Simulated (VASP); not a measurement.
Wanted: the native input for a VASP 6.6.1 run.

```yaml
Task: single point
Functional: r2SCAN
Potentials_or_basis: VASP PAW PBE potentials, release 64 (C)
Cutoff: 520 eV
k_mesh: 16 × 16 × 16
Occupations: fermi-dirac, width 0.1 eV
Spin: no spin polarisation
Dipole_correction: no
Further_INCAR_settings: ALGO = Normal; EDIFF = 1e-06; NBANDS = 11
```

Crystal: C.

```
C
1.0
     0.00000    1.73711    1.73711
     1.73711    0.00000    1.73711
     1.73711    1.73711    0.00000
C
2
Direct
  0.00000 0.00000 0.00000
  0.25000 0.25000 0.25000
```

The input as run:

POSCAR

```
C
1.0
    0.0000000000      1.7371138450      1.7371138450
    1.7371138450      0.0000000000      1.7371138450
    1.7371138450      1.7371138450      0.0000000000
C
2
Direct
    0.0000000000      0.0000000000      0.0000000000
    0.2500000000      0.2500000000      0.2500000000
```

INCAR.step1

```
SYSTEM = C
  PREC = Accurate
  ENCUT = 520
  ISMEAR = -1
  SIGMA = 0.1
  LREAL = .FALSE.
  LASPH = .TRUE.
  NELM = 60
  NBANDS = 11
  GGA = PE
  ALGO = Normal
  EDIFF = 1E-4
  LWAVE = .TRUE.
  LCHARG = .FALSE.
```

INCAR.step2

```
SYSTEM = C
  PREC = Accurate
  ENCUT = 520
  EDIFF = 1E-6
  ISMEAR = -1
  SIGMA = 0.1
  LREAL = .FALSE.
  LASPH = .TRUE.
  NELM = 60
  ALGO = Normal
  ISIF = 2
  LWAVE = .FALSE.
  LCHARG = .TRUE.
  METAGGA = R2SCAN
  LMIXTAU = .TRUE.
  LELF = .TRUE.
  LVHAR = .TRUE.
  NBANDS = 11
  ISTART = 1
```

KPOINTS

```
Automatic mesh
0
G
  16 16 16
  0 0 0
```

Potentials or basis: VASP PAW PBE potentials, release 64 (C).

Launch:

```sh
$ cat potpaw_PBE.64/C/POTCAR > POTCAR
$ cp INCAR.step1 INCAR
$ mpirun -np 1 vasp_std > vasp.out
$ cp INCAR.step2 INCAR
$ mpirun -np 1 vasp_std > vasp.out
```

It gave:

```yaml
Pressure: 39.3 GPa
Band_gap_on_the_k_mesh: 4.51 eV, indirect (least direct gap 6.05 eV)
```

Caveat: the PAW data sets were made with another functional, which shifts forces and pressure a little.

It took 87 s on 1 thread of Intel Xeon 8259CL (shared host), peak memory 0.13 GiB.
